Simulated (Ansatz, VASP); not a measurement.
**SiP5 in VASP and in Ansatz**

Contents of INCAR:

```
PREC = Accurate
ENCUT = 600
EDIFF = 1E-6
ISMEAR = 0
SIGMA = 0.1
LREAL = F
LASPH = T
NELM = 100
ALGO = Normal
ISIF = 3
LWAVE = F
LCHARG = F
GGA = PE
IBRION = 2
NSW = 90
EDIFFG = -0.04
```

File KPOINTS:

```
regular mesh
0
Gamma
  6 6 6
```

POSCAR

```
SiP5
1.0
    3.0961557113      1.7875663334      3.1576577583
   -3.0961557113      1.7875663334      3.1576577583
    0.0000000000     -3.5751326668      3.1576577583
Si P
1 5
Direct
    0.5000000000      0.5000000000      0.5000000000
    0.5000000000      0.5000000000      0.0000000000
    0.0000000000      0.5000000000      0.5000000000
    0.5000000000      0.0000000000      0.5000000000
    0.8266636617      0.8266636617      0.8266636617
    0.1733363383      0.1733363383      0.1733363383
```

Input for Ansatz:

```yaml
crystal:
  lattice:
    - [3.0961557113, 1.7875663334, 3.1576577583]
    - [-3.0961557113, 1.7875663334, 3.1576577583]
    - [0.0, -3.5751326668, 3.1576577583]
  atoms:
    - { symbol: Si, position: [0.5, 0.5, 0.5] }
    - { symbol: P, position: [0.5, 0.5, 0.0] }
    - { symbol: P, position: [0.0, 0.5, 0.5] }
    - { symbol: P, position: [0.5, 0.0, 0.5] }
    - { symbol: P, position: [0.8266636617, 0.8266636617, 0.8266636617] }
    - { symbol: P, position: [0.1733363383, 0.1733363383, 0.1733363383] }
basis:
  ecutwfc: 420
kpoints:
  mp_grid: { grid: [6, 6, 6] }
hamiltonian:
  xc: pbe
scf:
  occupations: { method: gaussian, width: 0.1 }
  lower_state_search: "off"
output:
  forces: true
  stress: true
  eigenvalues: true
relax:
  adjacent_minimum: "off"
  f_tol: 0.04
  max_steps: 70
  cell: { stress_tol: 0.4 }
```

Alike in both runs: task relaxation of cell and atoms; functional PBE; k mesh 6 × 6 × 6; occupations gaussian, width 0.1 eV; no spin polarisation.

|  | VASP | Ansatz |
| --- | --- | --- |
| version | VASP 6.6.1 | Ansatz 0.2.0 |
| potentials or method | VASP PAW PBE potentials, release 64 (Si, P), cutoff 600 eV | scalar-relativistic, plane waves, PAW |
| valence electrons in the cell | 29 | 29 |

Ansatz gave:

| Item | Value |
| --- | --- |
| gap on the k mesh at the Fermi level, each at its own relaxed structure (eV) | none |
| relaxed volume (Å³/atom) | 16.67 |
| relaxed cell length with the largest relative difference (Å) | 4.652 |

Task: Which values does VASP return?

Result: gap on the k mesh at the Fermi level, each at its own relaxed structure (eV): none; relaxed volume (Å³/atom): 16.68; relaxed cell length with the largest relative difference (Å): 4.660.

A gap of «none» marks a metal or a gap that the smearing closes.
